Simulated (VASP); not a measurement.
# BPd4 (Pmm2) in VASP: single point with PBE

Aim: the single point of BPd4 with PBE.

Program: VASP 6.6.1. These are calculated values, not measurements. Logs are shortened: lines on timing, memory, paths and dates and some standing lists are left out, and cuts for length are marked.

**1. The cell of the first run**

The structure is orthorhombic, space group Pmm2 (No. 25). The conventional cell has a = 2.892 Å, b = 4.365 Å, c = 5.856 Å, α = 90.00°, β = 90.00°, γ = 90.00°. Within 2.6 Å of B (site symmetry mm2) lie 5 Pd at 1.96 to 2.18 Å. Pd (site symmetry mm2) has 2 B at 2.18 Å and 10 Pd at 2.89 to 3.07 Å within 3.1 Å. Pd (site symmetry mm2) has 12 Pd at 2.73 to 3.47 Å within 3.6 Å. Within 3.0 Å of Pd (site symmetry mm2) lie 2 B at 2.03 Å and 10 Pd at 2.77 to 2.99 Å. Within 2.6 Å of Pd (site symmetry mm2) lie 1 B at 1.96 Å.

**2. Single point, PBE**

INCAR

```
ALGO = Normal
EDIFF = 1E-6
ENCUT = 630
GGA = PE
GGA_COMPAT = False
ISIF = 2
ISMEAR = 0
LASPH = True
LCHARG = False
LREAL = False
LWAVE = False
NBANDS = 46
NELM = 120
PREC = Accurate
SIGMA = 0.1
```

KPOINTS

```
k-points
0
Gamma
  6 4 4
```

POSCAR

```
BPd4
1.0
    2.8920299704      0.0000000000      0.0000000000
    0.0000000000      4.3650077954      0.0000000000
    0.0000000000      0.0000000000      5.8563150000
B Pd
1 4
Direct
    0.5000000000      0.0000000000      0.8632270000
    0.5000000000      0.5000000000      0.8675610000
    0.0000000000      0.5000000000      0.3291640000
    0.0000000000      0.0000000000      0.6194700000
    0.5000000000      0.0000000000      0.1975780000
```

Potentials or basis: VASP PAW PBE potentials, release 64 (B, Pd_sv_GW).

On the command line:

```sh
$ cat potpaw_PBE.64/B/POTCAR potpaw_PBE.64/Pd_sv_GW/POTCAR > POTCAR
$ mpirun -np 1 vasp_std > vasp.out
```

OUTCAR:

```text
EDIFF = 1E-6
   ENCUT = 630
   GGA = PE
   ISIF = 2
   ISMEAR = 0
   LASPH = True
   LREAL = False
   NELM = 120
   PREC = Accurate

 ion  position               nearest neighbor table
   1  0.500  0.000  0.863-   5 1.96   4 2.03   4 2.03   2 2.18   2 2.18
   2  0.500  0.500  0.868-   1 2.18   1 2.18
   3  0.000  0.500  0.329-
   4  0.000  0.000  0.619-   1 2.03   1 2.03
   5  0.500  0.000  0.198-   1 1.96

  LATTYP: Found a simple orthorhombic cell.
 ALAT       =     2.8920299704
 B/A-ratio  =     1.5093231537
 C/A-ratio  =     2.0249842014

  Lattice vectors:

 A1 = (   2.8920299704,   0.0000000000,   0.0000000000)
 A2 = (   0.0000000000,   4.3650077954,   0.0000000000)
 A3 = (   0.0000000000,   0.0000000000,   5.8563150000)

Analysis of symmetry for initial positions (statically):
=====================================================================
 Subroutine PRICEL returns:
 Original cell was already a primitive cell.

 Routine SETGRP: Setting up the symmetry group for a
 simple orthorhombic supercell.

 Subroutine GETGRP returns: Found  4 space group operations
 (whereof  4 operations were pure point group operations)
 out of a pool of  8 trial point group operations.

The static configuration has the point symmetry C_2v.

Analysis of symmetry for dynamics (positions and initial velocities):
=====================================================================
 Subroutine PRICEL returns:
 Original cell was already a primitive cell.

 Routine SETGRP: Setting up the symmetry group for a
 simple orthorhombic supercell.

 Subroutine GETGRP returns: Found  4 space group operations
 (whereof  4 operations were pure point group operations)
 out of a pool of  8 trial point group operations.

The dynamic configuration has the point symmetry C_2v.

 Subroutine INISYM returns: Found  4 space group operations
 (whereof  4 operations are pure point group operations),
 and found     1 'primitive' translations

----------------------------------------------------------------------------------------

                                     Primitive cell

  volume of cell :      73.9286

  direct lattice vectors                    reciprocal lattice vectors
     2.892029970  0.000000000  0.000000000     0.345777883  0.000000000  0.000000000
     0.000000000  4.365007795  0.000000000     0.000000000  0.229094665  0.000000000
[... 91 lines left out ...]
   EDIFF  = 0.1E-05   stopping-criterion for ELM
   LREAL  =      F    real-space projection
   EDIFFG = 0.1E-04   stopping-criterion for IOM
   NSW    =      0    number of steps for IOM
   IBRION =     -1    ionic relax: 0-MD 1-quasi-New 2-CG
   NFREE  =      0    steps in history (QN), initial steepest desc. (CG)
   ISIF   =      2    stress and relaxation
   ISYM   =      2    0-nonsym 1-usesym 2-fastsym
   POTIM  = 0.5000    time-step for ionic-motion
   TEBEG  =    0.0;   TEEND  =   0.0 temperature during run
   PSTRESS=    0.0 pullay stress
   NELECT =      75.0000    total number of electrons
   NUPDOWN=      -1.0000    fix difference up-down
   EMIN   =  10.00;   EMAX   =-10.00  energy-range for DOS
   EFERMI =   0.00;   METHOD = LEGACY
   ISMEAR =     0;   SIGMA  =   0.10  broadening in eV -4-tet -1-fermi 0-gaus
   EFERMI_NEDOS =   21; number of points for ismear=-14 and -15
   IALGO  =     38    algorithm
   IMIX   =      4    mixing-type and parameters
     AMIX     =   0.40;   BMIX     =  1.00
     AMIX_MAG =   1.60;   BMIX_MAG =  1.00
  volume/ion in A,a.u.               =      14.79        99.78
  Fermi-wavevector in a.u.,A,eV,Ry     =   1.644969  3.108542 36.816338  2.705925
  Thomas-Fermi vector in A             =   2.734846
   LORBIT       =      0    0 simple, 1 ext, 2 COOP (PROOUT), +10 PAW based schemes
   GGA     = PE    functional components
   LHFCALC =     F    Hartree Fock is set to
   AEXX    =    0.0000 exact exchange contribution
   IVDW    =     0    specifies the selected vdW correction
   LEPSILON=     F    determine dielectric tensor
   LRPA    =     F    only Hartree local field effects (RPA)
 non-spin polarized calculation
 Gauss-broadening in eV      SIGMA  =   0.10
  energy-cutoff  :      630.00
  volume of cell :       73.93
 maximum number of plane-waves:      2678
 NGX is ok and might be reduce to    24
   NGX = 11   NGY = 17   NGZ = 23

 number of electron      75.0000022 magnetization

 Free energy of the ion-electron system (eV)
  ---------------------------------------------------
  ext. energy  EPLUGINS =         0.00000000
  ---------------------------------------------------
  free energy    TOTEN  =       -21.75299694 eV

  energy without entropy =      -21.74185422  energy(sigma->0) =      -21.74742558

 E-fermi :   6.9772     XC(G=0): -12.5686

 val. band max:        6.9756341493   @ k =   0.0000   0.2500   0.2500
 cond. band min:       7.0110247334   @ k =   0.5000   0.0000   0.5000
 fundamental gap:      0.0353905840
 Fermi energy:         6.9771576844

 k-point     1 :       0.0000    0.0000    0.0000
  band No.  band energies     occupation
      1     -77.7053      2.00000
      2     -77.4327      2.00000
      3     -77.0378      2.00000
      4     -76.6298      2.00000
      5     -43.5896      2.00000
      6     -43.4594      2.00000
[... 1165 lines left out ...]
     45      15.3309      0.00000
     46      16.5344      0.00000

 [... further k-points ...]

------------------------ aborting loop because EDIFF is reached ----------------------------------------

  FORCE on cell =-STRESS in cart. coord.  units (eV):
  Direction    XX          YY          ZZ          XY          YZ          ZX
  --------------------------------------------------------------------------------------
  -------------------------------------------------------------------------------------
  Total       -1.1399267     -0.4179879     -0.7464700      0.0000000      0.0000000      0.0000000
  in kB      -24.7044544     -9.0586200    -16.1774738      0.0000000      0.0000000      0.0000000
  external PRESSURE =     -16.6468494 kB  Pullay stress =       0.0000000 kB

 VOLUME and BASIS-vectors are now :
 -----------------------------------------------------------------------------
  energy-cutoff  :      630.00
  volume of cell :       73.93
      direct lattice vectors                 reciprocal lattice vectors
     2.892029970  0.000000000  0.000000000     0.345777883  0.000000000  0.000000000
     0.000000000  4.365007795  0.000000000     0.000000000  0.229094665  0.000000000
     0.000000000  0.000000000  5.856315000     0.000000000  0.000000000  0.170755842

 POSITION                                       TOTAL-FORCE (eV/Angst)
 -----------------------------------------------------------------------------------
      1.44601      0.00000      5.05533         0.000000      0.000000      0.136376
      1.44601      2.18250      5.08071         0.000000      0.000000      0.133419
      0.00000      2.18250      1.92769         0.000000      0.000000     -0.006422
      0.00000      0.00000      3.62781         0.000000      0.000000      0.012579
      1.44601      0.00000      1.15708         0.000000      0.000000     -0.275952
 -----------------------------------------------------------------------------------
    total drift:                                0.000000     -0.000000     -0.000954

  FREE ENERGIE OF THE ION-ELECTRON SYSTEM (eV)
  ---------------------------------------------------
  free  energy   TOTEN  =       -21.7529969434 eV

  energy  without entropy=      -21.7418542178  energy(sigma->0) =      -21.74742558
```

Wall time 3 min (1 thread of AMD EPYC 7R13 (Zen 3), shared host); peak memory 0.26 GiB.

What came out:

| Quantity | Value |
| --- | --- |
| Free energy | -21.7530 eV |
| Pressure | -1.7 GPa |
| Largest force | 0.276 eV/Å |
| Band gap on the k mesh | zero (an odd number of electrons rules out a gap without spin polarisation) |

Forces on the atoms (eV/Å):
```
B    0.000  0.000  0.136
Pd   0.000  0.000  0.133
Pd   0.000  0.000 -0.006
Pd   0.000  0.000  0.013
Pd   0.000  0.000 -0.276
```

Caveat: the k points lie up to 0.36 Å⁻¹ apart, too coarse for converged energies and pressures of a metal.

The gap in the log of VASP goes by the Fermi energy; the results here count the filled bands.